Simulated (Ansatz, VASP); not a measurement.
## Two plane-wave programs on PC

```
P C
1.0
     2.67561    0.00000    0.00000
     0.00000    2.67561    0.00000
     0.00000    0.00000    2.67561
P C
1 1
Direct
  0.50000 0.50000 0.50000
  0.00000 0.00000 0.00000
```

Change from the starting cell: species swapped into the TmZn type (Pm-3m, No. 221).

Alike in both runs: functional PBE; k mesh 6 × 6 × 6; occupations gaussian, width 0.2 eV; no spin polarisation.

Ansatz relaxed the structure, and its values are those at the end. VASP's run is a single point on that final structure, the one shown.

|  | VASP | Ansatz |
| --- | --- | --- |
| version | VASP 6.6.1 | Ansatz 0.2.0 |
| potentials or method | VASP PAW PBE potentials, release 64 (P, C), cutoff 600 eV | scalar-relativistic, plane waves, PAW |
| valence electrons in the cell | 9 | 9 |

|  | VASP | Ansatz | Ansatz less VASP |
| --- | --- | --- | --- |
| gap on the k mesh at the Fermi level (eV) | none | none | - |
| pressure (GPa) | -0.5 | -0.2 | +0.26 |

A gap of «none» marks a metal or a gap that the smearing closes. With one functional, cell and mesh, what is left measures potentials, basis and numerics.

The k mesh is coarse, so the values compare programs but aren't converged.
